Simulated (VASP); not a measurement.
# BAs (F-43m) in VASP: phonons with PBE+D3(BJ)

Aim: the phonons of BAs with PBE+D3(BJ).

All numbers are computed with VASP 6.6.1; they aren't measurements. Logs are shortened: lines on timing, memory, paths and dates and some standing lists are left out, and cuts for length are marked.

### 1 The cell of the first run

The structure is cubic, space group F-43m (No. 216). The conventional cell has a = 4.591 Å, b = 4.591 Å, c = 4.591 Å, α = 90.00°, β = 90.00°, γ = 90.00°. B (site symmetry -43m) has 4 As at 1.99 Å within 2.6 Å. Within 2.6 Å of As (site symmetry -43m) lie 4 B at 1.99 Å.

### 2 Phonons, PBE+D3(BJ)

File INCAR:

```
PREC     = Accurate       # precision mode
ENCUT    = 500            # plane-wave cutoff, eV
EDIFF    = 1E-8           # SCF threshold, eV
ISMEAR   = 0              # smearing method
SIGMA    = 0.01           # smearing width, eV
LREAL    = F              # projectors in reciprocal space
LASPH    = T              # aspherical terms in the spheres
NELM     = 120            # most SCF steps
ALGO     = Normal         # electronic algorithm
ISIF     = 2              # what is computed and relaxed
LWAVE    = F              # write WAVECAR
LCHARG   = F              # write CHGCAR
GGA      = PE             # functional
IVDW     = 12             # dispersion correction
IBRION   = 6              # ionic algorithm
NFREE    = 2            
POTIM    = 0.015          # step
NSW      = 1              # ionic steps
GGA_COMPAT= F
```

File KPOINTS:

```
Automatic mesh
0
Gamma
  10 10 10
```

File POSCAR:

```
BAs
1.0
    0.0000000000      2.2955086194      2.2955086194
    2.2955086194      0.0000000000      2.2955086194
    2.2955086194      2.2955086194      0.0000000000
B As
1 1
Direct
    0.0000000000      0.0000000000      0.0000000000
    0.2500000000      0.2500000000      0.2500000000
```

Potentials or basis: VASP PAW PBE potentials, release 64 (B, As).

On the command line:

```
cat potpaw_PBE.64/B/POTCAR potpaw_PBE.64/As/POTCAR > POTCAR
mpirun -np 1 vasp_std > vasp.out
```

OUTCAR:

```text
PREC = Accurate
   ENCUT = 500
   EDIFF = 1E-8
   ISMEAR = 0
   LREAL = F
   LASPH = T
   NELM = 120
   ISIF = 2
   GGA = PE
   IVDW = 12
   IBRION = 6
   NFREE = 2
   POTIM = 0.015
   NSW = 1
 IVDW          = 12

 ion  position               nearest neighbor table
   1  0.000  0.000  0.000-   2 1.99   2 1.99   2 1.99   2 1.99
   2  0.250  0.250  0.250-   1 1.99   1 1.99   1 1.99   1 1.99

  LATTYP: Found a face centered cubic cell.
 ALAT       =     4.5910172388

  Lattice vectors:

 A1 = (   0.0000000000,   2.2955086194,   2.2955086194)
 A2 = (   2.2955086194,   0.0000000000,   2.2955086194)
 A3 = (   2.2955086194,   2.2955086194,   0.0000000000)

Analysis of symmetry for initial positions (statically):
=====================================================================
 Subroutine PRICEL returns:
 Original cell was already a primitive cell.

 Routine SETGRP: Setting up the symmetry group for a
 face centered cubic supercell.

 Subroutine GETGRP returns: Found 24 space group operations
 (whereof 24 operations were pure point group operations)
 out of a pool of 48 trial point group operations.

The static configuration has the point symmetry T_d .

Analysis of symmetry for dynamics (positions and initial velocities):
=====================================================================
 Subroutine PRICEL returns:
 Original cell was already a primitive cell.

 Routine SETGRP: Setting up the symmetry group for a
 face centered cubic supercell.

 Subroutine GETGRP returns: Found 24 space group operations
 (whereof 24 operations were pure point group operations)
 out of a pool of 48 trial point group operations.

The dynamic configuration has the point symmetry T_d .

 Subroutine INISYM returns: Found 24 space group operations
 (whereof 24 operations are pure point group operations),
 and found     1 'primitive' translations

----------------------------------------------------------------------------------------

                                     Primitive cell

  volume of cell :      24.1917

  direct lattice vectors                    reciprocal lattice vectors
     0.000000000  2.295508619  2.295508619    -0.217816651  0.217816651  0.217816651
     2.295508619  0.000000000  2.295508619     0.217816651 -0.217816651  0.217816651
     2.295508619  2.295508619  0.000000000     0.217816651  0.217816651 -0.217816651

  length of vectors
     3.246339422  3.246339422  3.246339422     0.377269506  0.377269506  0.377269506
[... 126 lines left out ...]
  ext. energy  EPLUGINS =         0.00000000
  ---------------------------------------------------
  free energy    TOTEN  =       -11.14899920 eV

  energy without entropy =      -11.14899920  energy(sigma->0) =      -11.14899920

------------------------ aborting loop because EDIFF is reached ----------------------------------------

 Edisp (eV)   -0.74334

 E8    (eV) :    -0.2949
[... 151 lines left out ...]
--------------------------------------- Ionic step        5  -------------------------------------------

 number of electron       7.9999999 magnetization

 Free energy of the ion-electron system (eV)
  ---------------------------------------------------
  ext. energy  EPLUGINS =         0.00000000
  ---------------------------------------------------
  free energy    TOTEN  =       -11.14660207 eV

  energy without entropy =      -11.14660207  energy(sigma->0) =      -11.14660207

 E-fermi :   7.6684     XC(G=0): -11.1078

 val. band max:        7.6219049353   @ k =   0.0000   0.0000   0.0000
 cond. band min:       8.5530973475   @ k =   0.0000   0.4000   0.4000
 fundamental gap:      0.9311924122
 Fermi energy:         7.6684171961

 k-point     1 :       0.0000    0.0000    0.0000
  band No.  band energies     occupation
      1      -9.0390      2.00000
      2       7.3958      2.00000
      3       7.5102      2.00000
      4       7.6219      2.00000
      5      10.8633      0.00000
      6      10.9468      0.00000
      7      11.0336      0.00000
      8      13.7539      0.00000
[... 243 lines left out ...]
 k-point    24 :       0.4000    0.3000    0.0000
  band No.  band energies     occupation
      1      -6.0602      2.00000
      2       0.6896      2.00000
      3       3.0469      2.00000
      4       3.5693      2.00000
      5       9.1290      0.00000
      6      10.9145      0.00000
      7      17.2423      0.00000
      8      17.4091      0.00000

 [... further k-points ...]

------------------------ aborting loop because EDIFF is reached ----------------------------------------

 Edisp (eV)   -0.74334

 E8    (eV) :    -0.2949
[... 25 lines left out ...]
  FREE ENERGIE OF THE ION-ELECTRON SYSTEM (eV)
  ---------------------------------------------------
  free  energy   TOTEN  =       -11.8899404545 eV

  energy  without entropy=      -11.8899404545  energy(sigma->0) =      -11.88994045

 INTERNAL STRAIN TENSORS FROM DISPLACED ATOMS
 ============================================

 INTERNAL STRAIN TENSOR FOR ION    1 for displacements in x,y,z  (eV/Angst):
          X           Y           Z          XY          YZ          ZX
  --------------------------------------------------------------------------------
  x     0.00000    -0.00000     0.00000     0.00000    13.39023     0.00000
  y    -0.00000     0.00000     0.00000     0.00000     0.00000    13.39023
  z    -0.00000     0.00000     0.00000    13.39023     0.00000     0.00000

 INTERNAL STRAIN TENSOR FOR ION    2 for displacements in x,y,z  (eV/Angst):
          X           Y           Z          XY          YZ          ZX
  --------------------------------------------------------------------------------
  x    -0.00000     0.00000     0.00000     0.00000   -13.38279     0.00000
  y    -0.00000    -0.00000    -0.00000     0.00000     0.00000   -13.38279
  z     0.00000     0.00000    -0.00000   -13.38279     0.00000     0.00000

 Eigenvectors and eigenvalues of the dynamical matrix
 ----------------------------------------------------

   1 f  =   23.477766 THz   147.515157 2PiTHz  783.133993 cm-1    97.096197 meV
             X         Y         Z           dx          dy          dz
      0.000000  0.000000  0.000000     0.934836    0.000000    0.000000
      1.147754  1.147754  1.147754    -0.355081    0.000000    0.000000
[... 21 lines left out ...]
   6 f/i=    0.000654 THz     0.004110 2PiTHz    0.021821 cm-1     0.002705 meV
             X         Y         Z           dx          dy          dz
      0.000000  0.000000  0.000000    -0.047372   -0.065534    0.345751
      1.147754  1.147754  1.147754    -0.124717   -0.172533    0.910272

 ELASTIC MODULI CONTR FROM IONIC RELAXATION (kBar)
 Direction    XX          YY          ZZ          XY          YZ          ZX
 --------------------------------------------------------------------------------
 XX          -0.0000      0.0000      0.0000      0.0000     -0.0000      0.0000
 YY           0.0000     -0.0000     -0.0000      0.0000      0.0000     -0.0000
 ZZ           0.0000     -0.0000     -0.0000     -0.0000      0.0000     -0.0000
 XY           0.0000      0.0000     -0.0000   -557.0148      0.0000      0.0000
 YZ          -0.0000      0.0000      0.0000      0.0000   -557.0148      0.0000
 ZX           0.0000     -0.0000     -0.0000      0.0000      0.0000   -557.0148
 --------------------------------------------------------------------------------
```

stdout:

```text
POSCAR found type information on POSCAR B As
 POSCAR found :  2 types and       2 ions
 scaLAPACK will be used
 LDA part: xc-table for (Slater+PW92), standard interpolation
 POSCAR, INCAR and KPOINTS ok, starting setup
 FFT: planning ... GRIDC
 FFT: planning ... GRID_SOFT
 FFT: planning ... GRID
 WAVECAR not read
 entering main loop
 Found     2 degrees of freedom:
 Finite differences POTIM= 0.01500 DOF=   2
 bond charge predicted
 Finite differences progress:
 bond charge predicted
 Finite differences progress:
 bond charge predicted
 Finite differences progress:
 bond charge predicted
 Finite differences progress:
```

It took 85 s on 1 thread of Intel Xeon 8259CL, shared host; peak memory 0.2 GiB.

Results:

```
Highest phonon frequency at Γ, LO-TO splitting left out : 783 cm⁻¹
Dispersion energy per atom                              : -0.372 eV
```

Phonon frequencies in cm⁻¹ (negative: imaginary):
```
              q point        frequencies
(0.000, 0.000, 0.000)  0 0 0 783 783 783
```

Caveat: the cell stands under pressure or tension, which shifts response properties.
